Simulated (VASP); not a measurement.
Wanted: the native input for a VASP 6.6.1 run.

| Quantity | Value |
| --- | --- |
| Task | single point |
| Functional | PBE |
| Potentials or basis | VASP PAW PBE potentials, release 64 (Te, Mo_sv) |
| Cutoff | 520 eV |
| k mesh | 9 × 9 × 2 |
| Occupations | fermi-dirac, width 0.05 eV |
| Spin | no spin polarisation |
| Dipole correction | no |
| Further INCAR settings | ALGO = Normal; EDIFF = 1e-07; NBANDS = 35 |

The structure of Te2Mo lies in POSCAR:

```
Te2Mo
1.0
    3.4463798477      0.0000000000      0.0000000000
   -1.7231899238      2.9846524992      0.0000000000
    0.0000000000      0.0000000000     13.6883444487
Te Mo
4 2
Direct
    0.6666666667      0.3333333333      0.3790000000
    0.3333333333      0.6666666667      0.8790000000
    0.6666666667      0.3333333333      0.1210000000
    0.3333333333      0.6666666667      0.6210000000
    0.6666666667      0.3333333333      0.7500000000
    0.3333333333      0.6666666667      0.2500000000
```

The input as run:

INCAR

```
SYSTEM = Te2Mo
ALGO = Normal ; EDIFF = 1E-7
ENCUT = 520 ; GGA = PE
ISIF = 2 ; ISMEAR = -1
LASPH = .TRUE. ; LCHARG = .TRUE.
LELF = .TRUE. ; LREAL = .FALSE.
LVHAR = .TRUE. ; LWAVE = .FALSE.
NBANDS = 35 ; NELM = 80
PREC = Accurate ; SIGMA = 0.05
```

KPOINTS

```
k-points
0
G
  9 9 2
  0 0 0
```

Potentials or basis: VASP PAW PBE potentials, release 64 (Te, Mo_sv).

Command:

```bash
$ cat potpaw_PBE.64/Te/POTCAR potpaw_PBE.64/Mo_sv/POTCAR > POTCAR
$ mpirun -np 1 vasp_std > vasp.out
```

Results of the run:

| Property | Result |
| --- | --- |
| Pressure | 10.5 GPa |
| Largest force | 1.139 eV/Å |
| Band gap on the k mesh | 0.74 eV, indirect (least direct gap 1.13 eV) |

Caveat: spin-orbit coupling is left out, which moves the levels of the heavy elements; this functional lacks dispersion, which binds the layers, so the pressure and a relaxed spacing across them are unreliable; forces of over 1 eV/Å act on the atoms, so gaps and moduli don't describe the material at rest.

Run time: 2.5 min on 1 thread of Intel(R) Xeon(R) Platinum 8488C (Sapphire Rapids), with other jobs on the host, peak memory 0.32 GiB.
